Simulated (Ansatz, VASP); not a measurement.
## LiF in VASP and in Ansatz

```
Li F
1.0
     0.00000    2.03400    2.03400
     2.03400    0.00000    2.03400
     2.03400    2.03400    0.00000
Li F
1 1
Cartesian
  2.0340 2.0340 2.0340
  0.0000 0.0000 0.0000
```

Alike in both runs: task single point; functional PBE; k mesh 10 × 10 × 10; occupations gaussian, width 0.02 eV; no spin polarisation.

```csv
,VASP,Ansatz
version,VASP 6.6.1,Ansatz 0.2.0
potentials or method,"VASP PAW PBE potentials, release 64 (Li_sv, F), cutoff 520 eV","scalar-relativistic, plane waves, PAW"
valence electrons in the cell,10,10
```

|  | VASP | Ansatz | Ansatz less VASP |
| --- | --- | --- | --- |
| gap on the k mesh at the Fermi level (eV) | 8.83 | 8.83 | +0.001 |
| least direct gap on the mesh (eV) | 8.83 | 8.83 | +0.001 |

Noted on VASP's run: the cutoff is short for stress, so the pressure is rough.
